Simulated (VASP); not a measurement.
Crystal: SnO2.

```
Sn O
1.0
     4.76049    0.00000    0.00000
     0.00000    4.76049    0.00000
     0.00000    0.00000    3.20016
Sn O
2 4
Direct
  0.00000 0.00000 0.00000
  0.50000 0.50000 0.50000
  0.30588 0.30588 0.00000
  0.19412 0.80588 0.50000
  0.69412 0.69412 0.00000
  0.80588 0.19412 0.50000
```

Base run:

```yaml
Program: VASP 6.6.1
Functional: r2SCAN
Potentials_or_basis: VASP PAW PBE potentials, release 64 (Sn_d, O)
Cutoff: 520 eV
k_mesh: 4 × 4 × 6
Occupations: gaussian, width 0.01 eV
Spin: no spin polarisation
```

Its results: band gap on the k mesh 1.79 eV; pressure 1.1 GPa; largest force 0.024 eV/Å.

**Question.** The run is repeated on the same cell with these changes: functional from r2SCAN to PBE; k mesh from 4 × 4 × 6 to 6 × 6 × 8. What comes out?

**Answer.** Band gap on the k mesh 1.09 eV; pressure 8.4 GPa; largest force 0.047 eV/Å.

Several settings changed at once.

Caveats: spin-orbit coupling is left out, which moves the levels of the heavy elements; the PAW data sets were made with another functional, which shifts forces and pressure a little (at least some runs); the cell stands under pressure (at least some runs).

